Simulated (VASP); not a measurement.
Here is a VASP 6.6.1 calculation.

Contents of INCAR:

```
SYSTEM = BiTe
ALGO = Normal
EDIFF = 1E-6
ENCUT = 500
GGA = PE
GGA_COMPAT = .False.
ISIF = 2
ISMEAR = 0
LASPH = .True.
LCHARG = .False.
LREAL = .False.
LWAVE = .False.
NBANDS = 18
NELM = 120
PREC = Accurate
SIGMA = 0.05
```

File KPOINTS:

```
k-points
0
Gamma
  10 10 8
  0 0 0
```

The input POSCAR:

```
BiTe
1.0
    4.2801854248      0.0000000000      0.0000000000
   -2.1400927124      3.7067493108      0.0000000000
    0.0000000000      0.0000000000      4.4661845089
Bi Te
1 1
Direct
    0.0000000000      0.0000000000      0.0000000000
    0.6666666667      0.3333333333      0.5000000000
```

Potentials or basis: VASP PAW PBE potentials, release 64 (Bi_d, Te).

Command:

```bash
$ cat potpaw_PBE.64/Bi_d/POTCAR potpaw_PBE.64/Te/POTCAR > POTCAR
$ mpirun -np 1 vasp_std > vasp.out
```

(1) Estimate the pressure.

## Answers

(1) -2.5 GPa.
